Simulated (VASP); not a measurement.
# Sm3H2 (R-3m) in VASP: single point with PBE

Aim: the single point of Sm3H2 with PBE.

Program: VASP 6.6.1. These are calculated values, not measurements. Logs are shortened: lines on timing, memory, paths and dates and some standing lists are left out, and cuts for length are marked.

## (1) The cell of the first run

It takes space group R-3m (No. 166, trigonal). The conventional cell has a = 6.156 Å, b = 6.156 Å, c = 12.129 Å, α = 90.00°, β = 90.00°, γ = 120.00°. Within 2.7 Å of Sm (site symmetry 3m) lie 1 H at 2.00 Å. Within 2.8 Å of Sm (site symmetry -3m) lie 2 H at 2.10 Å. H (site symmetry 3m) has 2 Sm at 2.00 to 2.10 Å within 2.7 Å.

## (2) Single point, PBE

The input, INCAR:

```
  PREC = Accurate
  ENCUT = 500
  EDIFF = 1E-6
  ISMEAR = 0
  SIGMA = 0.1
  LREAL = F
  LASPH = T
  NELM = 200
  ALGO = Normal
  ISIF = 2
  LWAVE = F
  LCHARG = F
  GGA = PE
  NBANDS = 26
  GGA_COMPAT = F
  LMAXMIX = 6
```

The input, KPOINTS:

```
regular mesh
0
Gamma
  12 12 12
```

The input, POSCAR:

```
Sm3H2
1.0
    3.0778920253      1.7770217880      4.0430606537
   -3.0778920253      1.7770217880      4.0430606537
    0.0000000000     -3.5540435800      4.0430606519
Sm H
3 2
Direct
    0.3379820838      0.3379820838      0.3379820838
    0.6620179162      0.6620179162      0.6620179162
    0.0000000000      0.0000000000      0.0000000000
    0.8269813053      0.8269813053      0.8269813053
    0.1730186947      0.1730186947      0.1730186947
```

Potentials or basis: VASP PAW PBE potentials, release 64 (Sm_3, H), 4f in core.

On the command line:

```sh
$ cat potpaw_PBE.64/Sm_3/POTCAR potpaw_PBE.64/H/POTCAR > POTCAR
$ mpirun -np 1 vasp_std > vasp.out
```

OUTCAR:

```text
PREC = Accurate
   ENCUT = 500
   EDIFF = 1E-6
   ISMEAR = 0
   LREAL = F
   LASPH = T
   NELM = 200
   ISIF = 2
   GGA = PE

 ion  position               nearest neighbor table
   1  0.338  0.338  0.338-   5 2.00   3 3.55   3 3.55   3 3.55   2 3.56   2 3.56   2 3.56
   2  0.662  0.662  0.662-   4 2.00   3 3.55   3 3.55   3 3.55   1 3.56   1 3.56   1 3.56
   3  0.000  0.000  0.000-   4 2.10   5 2.10   2 3.55   1 3.55   2 3.55   2 3.55   1 3.55   1 3.55

   4  0.827  0.827  0.827-   2 2.00   3 2.10
   5  0.173  0.173  0.173-   1 2.00   3 2.10

  LATTYP: Found a trigonal (rhomboedric) cell.
 ALAT       =     5.3830813856
 COS(alpha) =     0.3461549131

  Lattice vectors:

 A1 = (   3.0778920253,   1.7770217880,   4.0430606537)
 A2 = (  -3.0778920253,   1.7770217880,   4.0430606537)
 A3 = (   0.0000000000,  -3.5540435800,   4.0430606519)

Analysis of symmetry for initial positions (statically):
=====================================================================
 Subroutine PRICEL returns:
 Original cell was already a primitive cell.

 Routine SETGRP: Setting up the symmetry group for a
 trigonal (rhombohedral) supercell.

 Subroutine GETGRP returns: Found 12 space group operations
 (whereof 12 operations were pure point group operations)
 out of a pool of 12 trial point group operations.

The static configuration has the point symmetry D_3d.

Analysis of symmetry for dynamics (positions and initial velocities):
=====================================================================
 Subroutine PRICEL returns:
 Original cell was already a primitive cell.

 Routine SETGRP: Setting up the symmetry group for a
 trigonal (rhombohedral) supercell.

 Subroutine GETGRP returns: Found 12 space group operations
 (whereof 12 operations were pure point group operations)
 out of a pool of 12 trial point group operations.

The dynamic configuration has the point symmetry D_3d.

 Subroutine INISYM returns: Found 12 space group operations
 (whereof 12 operations are pure point group operations),
 and found     1 'primitive' translations

----------------------------------------------------------------------------------------

                                     Primitive cell

  volume of cell :     132.6807

  direct lattice vectors                    reciprocal lattice vectors
     3.077892025  1.777021788  4.043060654     0.162448844  0.093789884  0.082445791
    -3.077892025  1.777021788  4.043060654    -0.162448844  0.093789884  0.082445791
     0.000000000 -3.554043580  4.043060652     0.000000000 -0.187579767  0.082445791

  length of vectors
     5.383081386  5.383081386  5.383081386     0.204898700  0.204898700  0.204898700

  position of ions in fractional coordinates (direct lattice)
     0.337982084  0.337982084  0.337982084
     0.662017916  0.662017916  0.662017916
     0.000000000  0.000000000  0.000000000
     0.826981305  0.826981305  0.826981305
     0.173018695  0.173018695  0.173018695

  ion indices of the primitive-cell ions
   primitive index   ion index
                 1           1
                 2           2
                 3           3
                 4           4
                 5           5

----------------------------------------------------------------------------------------

 KPOINTS: regular mesh

Automatic generation of k-mesh.
 Grid dimensions read from file:
 generate k-points for:   12   12   12

 Generating k-lattice:

  Cartesian coordinates                     Fractional coordinates (reciprocal lattice)
     0.013537404  0.007815824  0.006870483     0.083333333  0.000000000  0.000000000
    -0.013537404  0.007815824  0.006870483     0.000000000  0.083333333  0.000000000
     0.000000000 -0.015631647  0.006870483     0.000000000  0.000000000  0.083333333

  Length of vectors
     0.017074892  0.017074892  0.017074892

  Shift w.r.t. Gamma in fractional coordinates (k-lattice)
     0.000000000  0.000000000  0.000000000

 Subroutine IBZKPT returns following result:
 ===========================================

 Found    189 irreducible k-points:

 Following reciprocal coordinates:
            Coordinates               Weight
  0.000000  0.000000  0.000000      1.000000
  0.083333 -0.000000 -0.000000      6.000000
  0.166667  0.000000 -0.000000      6.000000
  0.250000  0.000000  0.000000      6.000000
  0.333333  0.000000 -0.000000      6.000000
  0.416667  0.000000  0.000000      6.000000
[... 16 lines left out ...]
  0.500000  0.166667 -0.000000     12.000000
 -0.416667  0.166667  0.000000     12.000000
 [... further k-points ...]
   k-points           NKPTS =    189   k-points in BZ     NKDIM =    189   number of bands    NBANDS=     26
   number of dos      NEDOS =    301   number of ions     NIONS =      5
   total plane-waves  NPLWV =  64000
   dimension x,y,z NGX =    40 NGY =   40 NGZ =   40
   dimension x,y,z NGXF=    80 NGYF=   80 NGZF=   80
   ions per type =               3   2
   NGX,Y,Z   is equivalent  to a cutoff of  12.35, 12.35, 12.35 a.u.
   NGXF,Y,Z  is equivalent  to a cutoff of  24.71, 24.71, 24.71 a.u.
 SYSTEM =  unknown system
   PREC   = accura    normal or accurate (medium, high low for compatibility)
   ISTART =      0    job   : 0-new  1-cont  2-samecut
   ICHARG =      2    charge: 1-file 2-atom 10-const
   ISPIN  =      1    spin polarized calculation?
   LNONCOLLINEAR =      F non collinear calculations
   LSORBIT =      F    spin-orbit coupling
   LASPH  =      T    aspherical Exc in radial PAW
   ENCUT  =  500.0 eV  36.75 Ry    6.06 a.u.   9.81  9.81  9.81*2*pi/ulx,y,z
   NELM   =    200;   NELMIN=  2; NELMDL= -5     # of ELM steps
   EDIFF  = 0.1E-05   stopping-criterion for ELM
   LREAL  =      F    real-space projection
   EDIFFG = 0.1E-04   stopping-criterion for IOM
   NSW    =      0    number of steps for IOM
   IBRION =     -1    ionic relax: 0-MD 1-quasi-New 2-CG
   NFREE  =      0    steps in history (QN), initial steepest desc. (CG)
   ISIF   =      2    stress and relaxation
   ISYM   =      2    0-nonsym 1-usesym 2-fastsym
   POTIM  = 0.5000    time-step for ionic-motion
   TEBEG  =    0.0;   TEEND  =   0.0 temperature during run
   PSTRESS=    0.0 pullay stress
   NELECT =      35.0000    total number of electrons
   NUPDOWN=      -1.0000    fix difference up-down
   EMIN   =  10.00;   EMAX   =-10.00  energy-range for DOS
   EFERMI =   0.00;   METHOD = LEGACY
   ISMEAR =     0;   SIGMA  =   0.10  broadening in eV -4-tet -1-fermi 0-gaus
   EFERMI_NEDOS =   21; number of points for ismear=-14 and -15
   IALGO  =     38    algorithm
   IMIX   =      4    mixing-type and parameters
     AMIX     =   0.40;   BMIX     =  1.00
     AMIX_MAG =   1.60;   BMIX_MAG =  1.00
  volume/ion in A,a.u.               =      26.54       179.07
  Fermi-wavevector in a.u.,A,eV,Ry     =   1.049933  1.984086 14.998512  1.102360
  Thomas-Fermi vector in A             =   2.184916
   LORBIT       =      0    0 simple, 1 ext, 2 COOP (PROOUT), +10 PAW based schemes
   GGA     = PE    functional components
   LHFCALC =     F    Hartree Fock is set to
   AEXX    =    0.0000 exact exchange contribution
   IVDW    =     0    specifies the selected vdW correction
   LEPSILON=     F    determine dielectric tensor
   LRPA    =     F    only Hartree local field effects (RPA)
 non-spin polarized calculation
 Gauss-broadening in eV      SIGMA  =   0.10
  energy-cutoff  :      500.00
  volume of cell :      132.68
 maximum number of plane-waves:      3404
   NGX = 19   NGY = 19   NGZ = 19

 number of electron      34.9999998 magnetization

 Free energy of the ion-electron system (eV)
  ---------------------------------------------------
  ext. energy  EPLUGINS =         0.00000000
  ---------------------------------------------------
  free energy    TOTEN  =       -19.19418423 eV

  energy without entropy =      -19.17734824  energy(sigma->0) =      -19.18576623

 E-fermi :   1.6959     XC(G=0):  -8.7664

 val. band max:        1.6940569465   @ k =  -0.4167   0.4167   0.0833
 cond. band min:       1.7012047957   @ k =   0.2500   0.0000   0.0000
 fundamental gap:      0.0071478492
 Fermi energy:         1.6959357290

 k-point     1 :       0.0000    0.0000    0.0000
  band No.  band energies     occupation
      1     -39.5051      2.00000
      2     -39.4337      2.00000
      3     -39.2355      2.00000
      4     -19.0978      2.00000
      5     -19.0978      2.00000
      6     -19.0023      2.00000
[... 18 lines left out ...]
     25       3.5633      0.00000
     26       3.5734      0.00000

 k-point     2 :       0.0833   -0.0000   -0.0000
  band No.  band energies     occupation
      1     -39.5038      2.00000
      2     -39.4346      2.00000
      3     -39.2359      2.00000
      4     -19.1282      2.00000
      5     -19.1233      2.00000
      6     -18.9673      2.00000
[... 18 lines left out ...]
     25       3.6141      0.00000
     26       3.6245      0.00000

 k-point     3 :       0.1667    0.0000   -0.0000
  band No.  band energies     occupation
      1     -39.5000      2.00000
      2     -39.4373      2.00000
      3     -39.2370      2.00000
      4     -19.1765      2.00000
      5     -19.1497      2.00000
      6     -18.9228      2.00000
[... 18 lines left out ...]
     25       3.8085      0.00000
     26       3.9323      0.00000

 k-point     4 :       0.2500    0.0000    0.0000
  band No.  band energies     occupation
      1     -39.4943      2.00000
      2     -39.4415      2.00000
      3     -39.2386      2.00000
      4     -19.2196      2.00000
      5     -19.1509      2.00000
      6     -18.9336      2.00000
[... 18 lines left out ...]
     25       4.1152      0.00000
     26       4.4582      0.00000
[... 496 lines left out ...]
      1     -39.4835      2.00000
      2     -39.4499      2.00000
      3     -39.2412      2.00000
      4     -19.2132      2.00000
      5     -19.1677      2.00000
      6     -18.9567      2.00000
[... 18 lines left out ...]
     25       4.4972      0.00000
     26       4.7086      0.00000

 k-point    23 :       0.5000    0.1667   -0.0000
  band No.  band energies     occupation
      1     -39.4775      2.00000
      2     -39.4549      2.00000
      3     -39.2422      2.00000
      4     -19.2282      2.00000
      5     -19.1132      2.00000
      6     -18.9562      2.00000
[... 18 lines left out ...]
     25       4.7845      0.00000
     26       5.2173      0.00000

 k-point    24 :      -0.4167    0.1667    0.0000
  band No.  band energies     occupation
      1     -39.4752      2.00000
      2     -39.4569      2.00000
      3     -39.2425      2.00000
      4     -19.2343      2.00000
      5     -19.0565      2.00000
      6     -18.9879      2.00000
[... 18 lines left out ...]
     25       4.9248      0.00000
     26       5.2201      0.00000

 [... further k-points ...]

------------------------ aborting loop because EDIFF is reached ----------------------------------------

  FORCE on cell =-STRESS in cart. coord.  units (eV):
  Direction    XX          YY          ZZ          XY          YZ          ZX
  --------------------------------------------------------------------------------------
  -------------------------------------------------------------------------------------
  Total        0.1394186      0.1394186      0.3130050      0.0000000     -0.0000000      0.0000000
  in kB        1.6835412      1.6835412      3.7796724      0.0000000     -0.0000000      0.0000000
  external PRESSURE =       2.3822516 kB  Pullay stress =       0.0000000 kB

 VOLUME and BASIS-vectors are now :
 -----------------------------------------------------------------------------
  energy-cutoff  :      500.00
  volume of cell :      132.68
      direct lattice vectors                 reciprocal lattice vectors
     3.077892025  1.777021788  4.043060654     0.162448844  0.093789884  0.082445791
    -3.077892025  1.777021788  4.043060654    -0.162448844  0.093789884  0.082445791
     0.000000000 -3.554043580  4.043060652     0.000000000 -0.187579767  0.082445791

 POSITION                                       TOTAL-FORCE (eV/Angst)
 -----------------------------------------------------------------------------------
      0.00000     -0.00000      4.09945         0.000000     -0.000000      0.036792
      0.00000     -0.00000      8.02974         0.000000      0.000000     -0.036792
      0.00000      0.00000      0.00000         0.000000      0.000000      0.000000
      0.00000     -0.00000     10.03061         0.000000     -0.000000      0.002331
      0.00000     -0.00000      2.09858         0.000000      0.000000     -0.002331
 -----------------------------------------------------------------------------------
    total drift:                                0.000000     -0.000000     -0.000000

  FREE ENERGIE OF THE ION-ELECTRON SYSTEM (eV)
  ---------------------------------------------------
  free  energy   TOTEN  =       -19.1941842307 eV

  energy  without entropy=      -19.1773482358  energy(sigma->0) =      -19.18576623
```

Wall time 6.3 min (1 thread of Intel Xeon Platinum 8124M at 3.00GHz (Skylake/Cascade Lake), shared host); peak memory 0.6 GiB.

What came out:

```
Free energy            : -19.1942 eV
Pressure               : 0.2 GPa
Largest force          : 0.037 eV/Å
Band gap on the k mesh : zero (an odd number of electrons rules out a gap without spin polarisation)
```

Forces on the atoms (eV/Å):
```
Sm   0.000  0.000  0.037
Sm   0.000  0.000 -0.037
Sm   0.000  0.000  0.000
H    0.000  0.000  0.002
H    0.000  0.000 -0.002
```

Levels at points of the mesh, in eV from the Fermi level:
```
           k point  band 16  band 17  band 18  band 19  band 20  band 21
(0.00, 0.00, 0.00)     0.25     0.25     0.26     0.26     1.34     1.34
(0.50, 0.00, 0.00)    -0.89    -0.77    -0.57     0.44     0.55     1.53
(0.50, 0.50, 0.00)    -0.92    -0.30     0.47     0.66     0.67     0.90
(0.50, 0.50, 0.50)     0.41     0.41     0.46     0.52     0.52     1.79
```

Caveat: spin-orbit coupling is left out, which moves the levels of the heavy elements; the 4f electrons are frozen in the core, so they carry no moment and show no levels. Spin polarisation is off, so any magnetic state and its effect on volume and gap are missing.
